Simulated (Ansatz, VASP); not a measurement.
**Al3P2: VASP beside Ansatz**

```
Al P
1.0
     3.99358    0.00000    0.00000
    -1.99679    3.45854    0.00000
     0.00000    0.00000    6.52799
Al P
3 2
Direct
  0.00000 0.00000 0.71394
  0.00000 0.00000 0.28606
  0.66667 0.33333 0.00000
  0.66667 0.33333 0.50000
  0.33333 0.66667 0.00000
```

Change from the starting cell: species swapped into the Fe3Ge2 type (P-6m2, No. 187).

Alike in both runs: functional PBE; k mesh 12 × 12 × 8; occupations gaussian, width 0.1 eV; no spin polarisation.

Ansatz relaxed the structure, and its values are those at the end. VASP's run is a single point on that final structure, the one shown.

|  | VASP | Ansatz |
| --- | --- | --- |
| version | VASP 6.6.1 | Ansatz 0.2.0 |
| potentials or method | VASP PAW PBE potentials, release 64 (Al, P), cutoff 520 eV | scalar-relativistic, plane waves, PAW |
| valence electrons in the cell | 19 | 19 |

|  | VASP | Ansatz | Ansatz less VASP |
| --- | --- | --- | --- |
| gap on the k mesh at the Fermi level (eV) | none | none | - |
| pressure (GPa) | -0.1 | 0.0 | +0.08 |

A gap of «none» marks a metal or a gap that the smearing closes.
